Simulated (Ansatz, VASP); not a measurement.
# In: VASP beside Ansatz

```
In
1.0
    -1.56110    1.56110    2.37499
     1.56110   -1.56110    2.37499
     1.56110    1.56110   -2.37499
In
1
Direct
  0.00000 0.00000 0.00000
```

Change from the starting cell: strain -0.040 along x and y, -0.040 along z, atoms carried along.

Alike in both runs: task single point; functional PBE; k mesh 20 × 20 × 20; occupations gaussian, width 0.15 eV; no spin polarisation.

|  | VASP | Ansatz |
| --- | --- | --- |
| version | VASP 6.6.1 | Ansatz 0.2.0 |
| potentials or method | VASP PAW PBE potentials, release 64 (In_d), cutoff 520 eV | scalar-relativistic, plane waves, PAW |
| valence electrons in the cell | 13 | 13 |

```tsv
	VASP	Ansatz	Ansatz less VASP
gap on the k mesh at the Fermi level (eV)	none	none	-
pressure (GPa)	9.5	9.5	0.00
traceless stress, the component that is largest in VASP (GPa)	-0.08	-0.07	+0.009
```

A gap of «none» marks a metal or a gap that the smearing closes. With one functional, cell and mesh, what is left measures potentials, basis and numerics.
